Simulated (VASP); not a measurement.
Here is a VASP 6.6.1 calculation.

Contents of INCAR:

```
  PREC = Accurate
  ENCUT = 520
  EDIFF = 1E-7
  ISMEAR = -1
  SIGMA = 0.05
  LREAL = False
  LASPH = True
  NELM = 60
  ALGO = Normal
  ISIF = 2
  LWAVE = False
  LCHARG = False
  GGA = PS
  NBANDS = 22
```

Contents of KPOINTS:

```
Automatic mesh
0
Gamma
  8 8 3
```

File POSCAR:

```
Na3Cl
1.0
    3.4864163500      0.0000000000      0.0000000000
    0.0000000000      3.4864163500      0.0000000000
    0.0000000000      0.0000000000      9.4869652300
Cl Na
1 3
Direct
   -0.0049800000      0.0081840000      0.0015140000
    0.4961450000      0.5008980000      0.1748940000
    0.5029430000      0.4939540000      0.8190910000
   -0.0022840000     -0.0041440000      0.5042720000
```

Potentials or basis: VASP PAW PBE potentials, release 64 (Cl, Na_pv).

Run with:

```bash
$ cat potpaw_PBE.64/Cl/POTCAR potpaw_PBE.64/Na_pv/POTCAR > POTCAR
$ mpirun -np 1 vasp_std > vasp.out
```

(1) What does it give for the largest force?

(2) What does it give for the pressure?

Answers

(1) 0.045 eV/Å.

(2) 0.0 GPa.

Caveat: the cell differs from its parent crystal (atoms moved at random); the PAW data sets were made with another functional, which shifts forces and pressure a little.
